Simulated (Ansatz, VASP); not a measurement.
# One calculation of TiAl, two programs

```
Ti Al
1.0
     3.17906    0.00000    0.00000
     0.00000    3.17906    0.00000
     0.00000    0.00000    3.17906
Ti Al
1 1
Direct
  0.01621 0.96222 0.05761
  0.50000 0.50000 0.50000
```

Change from the starting cell: one atom moved.

Alike in both runs: task single point; functional PBEsol; k mesh 12 × 12 × 12; occupations gaussian, width 0.1 eV; no spin polarisation.

|  | VASP | Ansatz |
| --- | --- | --- |
| version | VASP 6.6.1 | Ansatz 0.2.0 |
| potentials or method | VASP PAW PBE potentials, release 64 (Ti_sv, Al), cutoff 520 eV | scalar-relativistic, plane waves, PAW |
| valence electrons in the cell | 15 | 15 |

```tsv
	VASP	Ansatz	Ansatz less VASP
gap on the k mesh at the Fermi level (eV)	none	none	-
pressure (GPa)	-0.4	-0.4	-0.04
traceless stress, the component that is largest in VASP (GPa)	-1.73	-1.73	-0.001
rms of the force components (eV/Å)	0.844	0.842	-0.0020
```

VASP's potentials were made for PBE, not for PBEsol. Atom by atom the forces differ by 0.002 eV/Å (rms over components). A gap of «none» marks a metal or a gap that the smearing closes.
